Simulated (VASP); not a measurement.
# Ru (P6_3/mmc) in VASP: a series of runs

The runs below take Ru through single point, with LDA.

Everything below comes from runs of VASP 6.6.1. Logs are shortened: lines on timing, memory, paths and dates and some standing lists are left out, and cuts for length are marked.

## 1. The cell of the first run

The structure is hexagonal, space group P6_3/mmc (No. 194). The conventional cell has a = 2.706 Å, b = 2.706 Å, c = 3.854 Å, α = 90.00°, β = 90.00°, γ = 120.00°. Ru (site symmetry -6m2) has 12 Ru at 2.48 to 2.71 Å within 3.3 Å.

## 2. Single point, LDA (strain -0.1000 x Voigt [0, 0, 1, 0, 0, 0])

File INCAR:

```
PREC     = Accurate       # precision mode
ENCUT    = 520            # plane-wave cutoff, eV
EDIFF    = 1E-6           # SCF threshold, eV
ISMEAR   = 0              # smearing method
SIGMA    = 0.15           # smearing width, eV
LREAL    = F              # projectors in reciprocal space
LASPH    = T              # aspherical terms in the spheres
NELM     = 60             # most SCF steps
ALGO     = Fast           # electronic algorithm
ISIF     = 2              # what is computed and relaxed
LWAVE    = F              # write WAVECAR
LCHARG   = F              # write CHGCAR
NBANDS   = 21             # bands
```

File KPOINTS:

```
regular mesh
0
Gamma
  21 21 12
```

File POSCAR:

```
Ru
1.0
    2.7057993342      0.0000000000      0.0000000000
   -1.3528996671      2.3432909610      0.0000000000
    0.0000000000      0.0000000000      3.8537100000
Ru
2
Direct
    0.3333333333      0.6666666667      0.2500000000
    0.6666666667      0.3333333333      0.7500000000
```

Potentials or basis: VASP PAW LDA potentials, release 64 (Ru_pv).

Run with:

```sh
$ cat potpaw_LDA.64/Ru_pv/POTCAR > POTCAR
$ mpirun -np 1 vasp_std > vasp.out
```

OUTCAR:

```text
PREC = Accurate
   ENCUT = 520
   EDIFF = 1E-6
   ISMEAR = 0
   LREAL = F
   LASPH = T
   NELM = 60
   ISIF = 2

 ion  position               nearest neighbor table
   1  0.333  0.667  0.250-   2 2.48   2 2.48   2 2.48   2 2.48   2 2.48   2 2.48
   2  0.667  0.333  0.750-   1 2.48   1 2.48   1 2.48   1 2.48   1 2.48   1 2.48

  LATTYP: Found a hexagonal cell.
 ALAT       =     2.7057993342
 C/A-ratio  =     1.4242408708

  Lattice vectors:

 A1 = (   2.7057993342,   0.0000000000,   0.0000000000)
 A2 = (  -1.3528996671,   2.3432909610,   0.0000000000)
 A3 = (   0.0000000000,   0.0000000000,   3.8537100000)

Analysis of symmetry for initial positions (statically):
=====================================================================
 Subroutine PRICEL returns:
 Original cell was already a primitive cell.

 Routine SETGRP: Setting up the symmetry group for a
 hexagonal supercell.

 Subroutine GETGRP returns: Found 24 space group operations
 (whereof 12 operations were pure point group operations)
 out of a pool of 24 trial point group operations.

The static configuration has the point symmetry D_3d.
 The point group associated with its full space group is D_6h.

Analysis of symmetry for dynamics (positions and initial velocities):
=====================================================================
 Subroutine PRICEL returns:
 Original cell was already a primitive cell.

 Routine SETGRP: Setting up the symmetry group for a
 hexagonal supercell.

 Subroutine GETGRP returns: Found 24 space group operations
 (whereof 12 operations were pure point group operations)
 out of a pool of 24 trial point group operations.

The dynamic configuration has the point symmetry D_3d.
 The point group associated with its full space group is D_6h.

 Subroutine INISYM returns: Found 24 space group operations
 (whereof 12 operations are pure point group operations),
 and found     1 'primitive' translations

----------------------------------------------------------------------------------------

                                     Primitive cell

  volume of cell :      24.4344

  direct lattice vectors                    reciprocal lattice vectors
     2.705799334  0.000000000  0.000000000     0.369576556  0.213375124  0.000000000
    -1.352899667  2.343290961  0.000000000     0.000000000  0.426750249  0.000000000
     0.000000000  0.000000000  3.853710000     0.000000000  0.000000000  0.259490206

  length of vectors
     2.705799334  2.705799334  3.853710000     0.426750249  0.426750249  0.259490206

  position of ions in fractional coordinates (direct lattice)
[... 75 lines left out ...]
   LSORBIT =      F    spin-orbit coupling
   LASPH  =      T    aspherical Exc in radial PAW
   ENCUT  =  520.0 eV  38.22 Ry    6.18 a.u.   5.03  5.03  7.17*2*pi/ulx,y,z
   NELM   =     60;   NELMIN=  2; NELMDL= -5     # of ELM steps
   EDIFF  = 0.1E-05   stopping-criterion for ELM
   LREAL  =      F    real-space projection
   EDIFFG = 0.1E-04   stopping-criterion for IOM
   NSW    =      0    number of steps for IOM
   IBRION =     -1    ionic relax: 0-MD 1-quasi-New 2-CG
   NFREE  =      0    steps in history (QN), initial steepest desc. (CG)
   ISIF   =      2    stress and relaxation
   ISYM   =      2    0-nonsym 1-usesym 2-fastsym
   POTIM  = 0.5000    time-step for ionic-motion
   TEBEG  =    0.0;   TEEND  =   0.0 temperature during run
   PSTRESS=    0.0 pullay stress
   NELECT =      28.0000    total number of electrons
   NUPDOWN=      -1.0000    fix difference up-down
   EMIN   =  10.00;   EMAX   =-10.00  energy-range for DOS
   EFERMI =   0.00;   METHOD = LEGACY
   ISMEAR =     0;   SIGMA  =   0.15  broadening in eV -4-tet -1-fermi 0-gaus
   EFERMI_NEDOS =   21; number of points for ismear=-14 and -15
   IALGO  =     68    algorithm
   IMIX   =      4    mixing-type and parameters
     AMIX     =   0.40;   BMIX     =  1.00
     AMIX_MAG =   1.60;   BMIX_MAG =  1.00
  volume/ion in A,a.u.               =      12.22        82.45
  Fermi-wavevector in a.u.,A,eV,Ry     =   1.713144  3.237373 39.931232  2.934863
  Thomas-Fermi vector in A             =   2.790942
   LORBIT       =      0    0 simple, 1 ext, 2 COOP (PROOUT), +10 PAW based schemes
   GGA     = CA    functional components
   LHFCALC =     F    Hartree Fock is set to
   AEXX    =    0.0000 exact exchange contribution
   IVDW    =     0    specifies the selected vdW correction
   LEPSILON=     F    determine dielectric tensor
   LRPA    =     F    only Hartree local field effects (RPA)
 non-spin polarized calculation
 RMM-DIIS sequential band-by-band and
 Gauss-broadening in eV      SIGMA  =   0.15
  energy-cutoff  :      520.00
  volume of cell :       24.43
 maximum number of plane-waves:       672
 NGX is ok and might be reduce to    20
   NGX =  9   NGY =  9   NGZ = 15

 number of electron      28.0000008 magnetization

 Free energy of the ion-electron system (eV)
  ---------------------------------------------------
  ext. energy  EPLUGINS =         0.00000000
  ---------------------------------------------------
  free energy    TOTEN  =       -20.88652502 eV

  energy without entropy =      -20.87119494  energy(sigma->0) =      -20.87885998

 E-fermi :  14.8072     XC(G=0): -15.0198

 val. band max:       14.8042310621   @ k =   0.2857   0.0476   0.0833
 cond. band min:      14.8081089473   @ k =   0.2857   0.0952   0.0000
 fundamental gap:      0.0038778851
 Fermi energy:        14.8072034878

 k-point     1 :       0.0000    0.0000    0.0000
  band No.  band energies     occupation
      1     -29.3741      2.00000
      2     -28.0322      2.00000
      3     -28.0322      2.00000
      4     -27.6382      2.00000
      5     -27.6382      2.00000
      6     -27.4275      2.00000
[... 565 lines left out ...]
     20      24.6705      0.00000
     21      27.4546      0.00000

 [... further k-points ...]
[... 5 lines left out ...]
  --------------------------------------------------------------------------------------
  -------------------------------------------------------------------------------------
  Total        2.7247056      2.7247056     12.0344742     -0.0000000      0.0000000     -0.0000000
  in kB      178.6608275    178.6608275    789.1087708     -0.0000000      0.0000000     -0.0000000
  external PRESSURE =     382.1434752 kB  Pullay stress =       0.0000000 kB

 VOLUME and BASIS-vectors are now :
 -----------------------------------------------------------------------------
  energy-cutoff  :      520.00
  volume of cell :       24.43
      direct lattice vectors                 reciprocal lattice vectors
     2.705799334  0.000000000  0.000000000     0.369576556  0.213375124  0.000000000
    -1.352899667  2.343290961  0.000000000     0.000000000  0.426750249  0.000000000
     0.000000000  0.000000000  3.853710000     0.000000000  0.000000000  0.259490206

 POSITION                                       TOTAL-FORCE (eV/Angst)
 -----------------------------------------------------------------------------------
     -0.00000      1.56219      0.96343        -0.000000      0.000000      0.000000
      1.35290      0.78110      2.89028         0.000000     -0.000000      0.000000
 -----------------------------------------------------------------------------------
    total drift:                               -0.000000      0.000000     -0.000000

  FREE ENERGIE OF THE ION-ELECTRON SYSTEM (eV)
  ---------------------------------------------------
  free  energy   TOTEN  =       -20.8865250248 eV

  energy  without entropy=      -20.8711949403  energy(sigma->0) =      -20.87885998
```

stdout:

```text
POSCAR found type information on POSCAR Ru
 POSCAR found :  1 types and       2 ions
 scaLAPACK will be used
 LDA part: xc-table for (Slater(with rela. corr.)+CA(PZ))
 , standard interpolation
 POSCAR, INCAR and KPOINTS ok, starting setup
 FFT: planning ... GRIDC
 FFT: planning ... GRID_SOFT
 FFT: planning ... GRID
 WAVECAR not read
 entering main loop
WARNING in EDDRMM: call to ZHEGV failed, returncode =   8  4     20
WARNING in EDDRMM: call to ZHEGV failed, returncode =   8  4     19
WARNING in EDDRMM: call to ZHEGV failed, returncode =   6  3     19
```

It took 3 min on 1 thread of AMD EPYC 7R43 (Zen 3), shared host; peak memory 0.19 GiB.

What came out:

| Item | Value |
| --- | --- |
| Free energy | -20.8865 eV |
| Pressure | 38.2 GPa |
| Band gap on the k mesh | zero (band 14 reaches 16.36 eV, above the bottom of band 15 at 12.97 eV) |

Levels at points of the mesh, in eV from the Fermi level:
| k point | band 11 | band 12 | band 13 | band 14 | band 15 | band 16 | band 17 | band 18 |
| --- | --- | --- | --- | --- | --- | --- | --- | --- |
| (0.00, 0.00, 0.00) | -2.61 | -2.61 | -2.18 | -2.18 | -1.77 | 1.31 | 1.31 | 2.85 |
| (0.00, 0.00, 0.50) | -3.85 | -3.85 | -2.41 | -2.41 | 0.83 | 0.83 | 0.83 | 0.83 |

Caveat: the cell differs from its parent crystal (strain -0.1000 x Voigt [0, 0, 1, 0, 0, 0]).

## 3. Single point, LDA (strain -0.0750 x Voigt [0, 0, 1, 0, 0, 0])

File INCAR:

```
SYSTEM = Ru
ALGO = Fast
EDIFF = 1E-7
ENCUT = 520
ISIF = 2
ISMEAR = 0
LASPH = .True.
LCHARG = .True.
LELF = .True.
LREAL = .False.
LVHAR = .True.
LWAVE = .False.
NBANDS = 21
NELM = 60
PREC = Accurate
SIGMA = 0.15
```

File KPOINTS:

```
k-points
0
Gamma
  21 21 12
  0 0 0
```

POSCAR: that of step 2 with these lines changed.

```diff
@@ -4,3 +4,3 @@
    -1.3528996671      2.3432909610      0.0000000000
-    0.0000000000      0.0000000000      3.8537100000
+    0.0000000000      0.0000000000      3.9607575000
 Ru
```

Potentials or basis: VASP PAW LDA potentials, release 64 (Ru_pv).

Run with:

```sh
$ cat potpaw_LDA.64/Ru_pv/POTCAR > POTCAR
$ mpirun -np 1 vasp_std > vasp.out
```

Wall time 3 min (1 thread of AMD EPYC 7R43 (Zen 3), shared host); peak memory 0.2 GiB.

Results (log left out):

| Quantity | Value |
| --- | --- |
| Free energy | -21.1597 eV |
| Pressure | 22.0 GPa |
| Band gap on the k mesh | zero (band 14 reaches 15.70 eV, above the bottom of band 15 at 12.21 eV) |

Stress tensor (GPa, compression positive):
```
 7.69  0.00  0.00
 0.00  7.69  0.00
 0.00  0.00 50.48
```

Levels at points of the mesh, in eV from the Fermi level:
| k point | band 10 | band 11 | band 12 | band 13 | band 14 | band 15 | band 16 | band 17 | band 18 | band 19 |
| --- | --- | --- | --- | --- | --- | --- | --- | --- | --- | --- |
| (0.00, 0.00, 0.00) | -3.10 | -2.27 | -2.27 | -2.10 | -2.10 | -1.96 | 1.29 | 1.29 | 2.39 | 9.88 |
| (0.00, 0.00, 0.50) | -3.53 | -3.53 | -3.53 | -2.52 | -2.52 | 0.73 | 0.73 | 0.73 | 0.73 | 9.88 |

Caveat: the cell differs from its parent crystal (strain -0.0750 x Voigt [0, 0, 1, 0, 0, 0]).

## 4. Single point, LDA (strain -0.0500 x Voigt [0, 0, 1, 0, 0, 0])

File INCAR:

```
SYSTEM = Ru
  ALGO = Fast
  EDIFF = 1E-7
  ENCUT = 520
  GGA = CA
  ISIF = 2
  ISMEAR = 0
  LASPH = .True.
  LCHARG = .False.
  LREAL = .False.
  LWAVE = .False.
  NBANDS = 21
  NELM = 80
  PREC = Accurate
  SIGMA = 0.15
```

KPOINTS is that of step 3.

POSCAR: that of step 3 with these lines changed.

```diff
@@ -4,3 +4,3 @@
    -1.3528996671      2.3432909610      0.0000000000
-    0.0000000000      0.0000000000      3.9607575000
+    0.0000000000      0.0000000000      4.0678050000
 Ru
```

Potentials or basis: VASP PAW LDA potentials, release 64 (Ru_pv).

Run with:

```sh
$ cat potpaw_LDA.64/Ru_pv/POTCAR > POTCAR
$ mpirun -np 1 vasp_std > vasp.out
```

OUTCAR:

```text
SYSTEM = Ru
   EDIFF = 1E-7
   ENCUT = 520
   GGA = CA
   ISIF = 2
   ISMEAR = 0
   LASPH = .True.
   LREAL = .False.
   NELM = 80
   PREC = Accurate

 ion  position               nearest neighbor table
   1  0.333  0.667  0.250-   2 2.56   2 2.56   2 2.56   2 2.56   2 2.56   2 2.56
   2  0.667  0.333  0.750-   1 2.56   1 2.56   1 2.56   1 2.56   1 2.56   1 2.56

  LATTYP: Found a hexagonal cell.
 ALAT       =     2.7057993342
 C/A-ratio  =     1.5033653636

  Lattice vectors:

 A1 = (   2.7057993342,   0.0000000000,   0.0000000000)
 A2 = (  -1.3528996671,   2.3432909610,   0.0000000000)
 A3 = (   0.0000000000,   0.0000000000,   4.0678050000)

Analysis of symmetry for initial positions (statically):
=====================================================================
 Subroutine PRICEL returns:
 Original cell was already a primitive cell.

 Routine SETGRP: Setting up the symmetry group for a
 hexagonal supercell.

 Subroutine GETGRP returns: Found 24 space group operations
 (whereof 12 operations were pure point group operations)
 out of a pool of 24 trial point group operations.

The static configuration has the point symmetry D_3d.
 The point group associated with its full space group is D_6h.
[... 161 lines left out ...]

  energy without entropy =      -21.30301987  energy(sigma->0) =      -21.31162332

 E-fermi :  13.6930     XC(G=0): -14.6932

 val. band max:       13.6831985678   @ k =   0.2381   0.0476   0.0000
 cond. band min:      13.6949029202   @ k =   0.2857   0.0476   0.0833
 fundamental gap:      0.0117043523
 Fermi energy:        13.6930328797

 k-point     1 :       0.0000    0.0000    0.0000
  band No.  band energies     occupation
      1     -30.0932      2.00000
      2     -28.9625      2.00000
      3     -28.9625      2.00000
      4     -28.7007      2.00000
      5     -28.7007      2.00000
      6     -28.5781      2.00000
[... 565 lines left out ...]
     20      23.6016      0.00000
     21      24.9379      0.00000

 [... further k-points ...]

------------------------ aborting loop because EDIFF is reached ----------------------------------------

  FORCE on cell =-STRESS in cart. coord.  units (eV):
  Direction    XX          YY          ZZ          XY          YZ          ZX
  --------------------------------------------------------------------------------------
  -------------------------------------------------------------------------------------
  Total       -0.0034499     -0.0034499      4.1348364      0.0000000      0.0000000      0.0000000
  in kB       -0.2143095     -0.2143095    256.8543832      0.0000000      0.0000000      0.0000000
  external PRESSURE =      85.4752548 kB  Pullay stress =       0.0000000 kB

 VOLUME and BASIS-vectors are now :
 -----------------------------------------------------------------------------
  energy-cutoff  :      520.00
  volume of cell :       25.79
      direct lattice vectors                 reciprocal lattice vectors
     2.705799334  0.000000000  0.000000000     0.369576556  0.213375124  0.000000000
    -1.352899667  2.343290961  0.000000000     0.000000000  0.426750249  0.000000000
     0.000000000  0.000000000  4.067805000     0.000000000  0.000000000  0.245832826

 POSITION                                       TOTAL-FORCE (eV/Angst)
 -----------------------------------------------------------------------------------
     -0.00000      1.56219      1.01695         0.000000     -0.000000      0.000000
      1.35290      0.78110      3.05085        -0.000000      0.000000      0.000000
 -----------------------------------------------------------------------------------
    total drift:                               -0.000000      0.000000     -0.000000

  FREE ENERGIE OF THE ION-ELECTRON SYSTEM (eV)
  ---------------------------------------------------
  free  energy   TOTEN  =       -21.3202267673 eV

  energy  without entropy=      -21.3030198686  energy(sigma->0) =      -21.31162332
```

stdout:

```text
POSCAR found type information on POSCAR Ru
 POSCAR found :  1 types and       2 ions
 scaLAPACK will be used
 LDA part: xc-table for (Slater(with rela. corr.)+CA(PZ))
 , standard interpolation
 POSCAR, INCAR and KPOINTS ok, starting setup
 FFT: planning ... GRIDC
 FFT: planning ... GRID_SOFT
 FFT: planning ... GRID
 WAVECAR not read
 entering main loop
WARNING in EDDRMM: call to ZHEGV failed, returncode =   8  4     20
WARNING in EDDRMM: call to ZHEGV failed, returncode =   8  4     20
WARNING in EDDRMM: call to ZHEGV failed, returncode =   6  3     20
```

Wall time 3.2 min (1 thread of AMD EPYC 7R43 (Zen 3), shared host); peak memory 0.2 GiB.

What came out:

```
Free energy            : -21.3202 eV
Pressure               : 8.5 GPa
Band gap on the k mesh : zero (band 14 reaches 15.15 eV, above the bottom of band 15 at 11.72 eV)
```

Stress tensor (GPa, compression positive):
```
-0.02  0.00  0.00
 0.00 -0.02  0.00
 0.00  0.00 25.69
```

Caveat: the cell differs from its parent crystal (strain -0.0500 x Voigt [0, 0, 1, 0, 0, 0]).

## 5. Single point, LDA (strain +0.0250 x Voigt [0, 0, 1, 0, 0, 0])

File INCAR:

```
  ALGO = Fast
  EDIFF = 1E-6
  ENCUT = 520
  ISIF = 2
  ISMEAR = 0
  LASPH = T
  LCHARG = T
  LELF = T
  LREAL = F
  LVHAR = T
  LWAVE = F
  NBANDS = 21
  NELM = 60
  PREC = Accurate
  SIGMA = 0.15
```

File KPOINTS:

```
k-points
0
Gamma
  21 21 12
```

POSCAR: that of step 4 with these lines changed.

```diff
@@ -4,3 +4,3 @@
    -1.3528996671      2.3432909610      0.0000000000
-    0.0000000000      0.0000000000      4.0678050000
+    0.0000000000      0.0000000000      4.3889475000
 Ru
```

Run with:

```sh
$ cat potpaw_LDA.64/Ru_pv/POTCAR > POTCAR
$ mpirun -np 1 vasp_std > vasp.out
```

It took 3.5 min on 1 thread of AMD EPYC 7R43 (Zen 3), shared host; peak memory 0.21 GiB.

It converged, with:

```
Free energy            : -21.2814 eV
Pressure               : -18.8 GPa
Band gap on the k mesh : zero (band 14 reaches 13.81 eV, above the bottom of band 15 at 10.82 eV)
```

Stress tensor (GPa, compression positive):
```
-14.65   0.00   0.00
  0.00 -14.65   0.00
  0.00   0.00 -27.00
```

Levels at points of the mesh, in eV from the Fermi level:
| k point | band 11 | band 12 | band 13 | band 14 | band 15 | band 16 | band 17 | band 18 |
| --- | --- | --- | --- | --- | --- | --- | --- | --- |
| (0.00, 0.00, 0.00) | -2.50 | -1.90 | -1.90 | -1.17 | -1.17 | 0.99 | 1.15 | 1.15 |
| (0.00, 0.00, 0.50) | -2.61 | -2.61 | -2.61 | -2.61 | 0.51 | 0.51 | 0.51 | 0.51 |

Caveat: the cell differs from its parent crystal (strain +0.0250 x Voigt [0, 0, 1, 0, 0, 0]).

## 6. Summary

```tsv
cell	further INCAR settings	gap on the mesh (eV)	pressure (GPa)
a = 2.706, b = 2.706, c = 3.854 Å, angles 90.0, 90.0, 120.0°, 2 atoms	ALGO = Fast; EDIFF = 1e-06; NBANDS = 21	none	38.2
a = 2.706, b = 2.706, c = 3.961 Å, angles 90.0, 90.0, 120.0°, 2 atoms	ALGO = Fast; EDIFF = 1e-07; NBANDS = 21	none	22.0
a = 2.706, b = 2.706, c = 4.068 Å, angles 90.0, 90.0, 120.0°, 2 atoms	ALGO = Fast; EDIFF = 1e-07; NBANDS = 21	none	8.5
a = 2.706, b = 2.706, c = 4.389 Å, angles 90.0, 90.0, 120.0°, 2 atoms	ALGO = Fast; EDIFF = 1e-06; NBANDS = 21	none	-18.8
```

Alike in all rows: task single point; level LDA; potentials or basis VASP PAW LDA potentials, release 64 (Ru_pv); no spin polarisation; k mesh 21 × 21 × 12; cutoff (eV) 520; smearing gaussian 0.15 eV.

Absolute energies hang on the potentials; compare differences alone.
